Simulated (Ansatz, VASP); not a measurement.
**Ta2B2O in VASP and in Ansatz**

```
CELL_PARAMETERS angstrom
-3.03145 0.00957 0.03023
-0.02341 5.56950 0.33720
1.58532 -1.32536 -6.20475
ATOMIC_POSITIONS crystal
Ta 0.39362 0.81822 0.76336
Ta 0.89137 0.33602 0.75592
Ta 0.10634 0.68180 0.23665
Ta 0.60864 0.16398 0.24406
B 0.75327 0.91537 0.50580
B 0.24904 0.42447 0.49703
B 0.74672 0.58462 0.49419
B 0.25100 0.07553 0.50298
O 0.98780 0.07082 0.95642
O 0.51220 0.42917 0.04359
```

Change from the starting cell: cell x2, atoms moved at random (sigma 0.15 Å) and cell strained at random (1.5 %), then relaxed without symmetry.

Alike in both runs: functional PBE; k mesh 8 × 4 × 8; occupations gaussian, width 0.2 eV; no spin polarisation.

Ansatz relaxed the structure, and its values are those at the end. VASP's run is a single point on that final structure, the one shown.

```csv
,VASP,Ansatz
version,VASP 6.6.1,Ansatz 0.2.0
potentials or method,"VASP PAW PBE potentials, release 64 (Ta_pv, B, O), cutoff 520 eV","scalar-relativistic, plane waves, PAW"
valence electrons in the cell,68,76
```

Ansatz gave:

- gap on the k mesh at the Fermi level (eV): none
- pressure (GPa): 0.0
- rms of the force components (eV/Å): 0.003

Task: What did VASP give for the same quantities?

Result: gap on the k mesh at the Fermi level (eV): none; pressure (GPa): 0.5; rms of the force components (eV/Å): 0.012.

A gap of «none» marks a metal or a gap that the smearing closes. VASP's potentials hold 68 valence electrons a cell and Ansatz's 76, so a difference there can come from the potentials and not from the codes.

Spin-orbit coupling is off throughout.
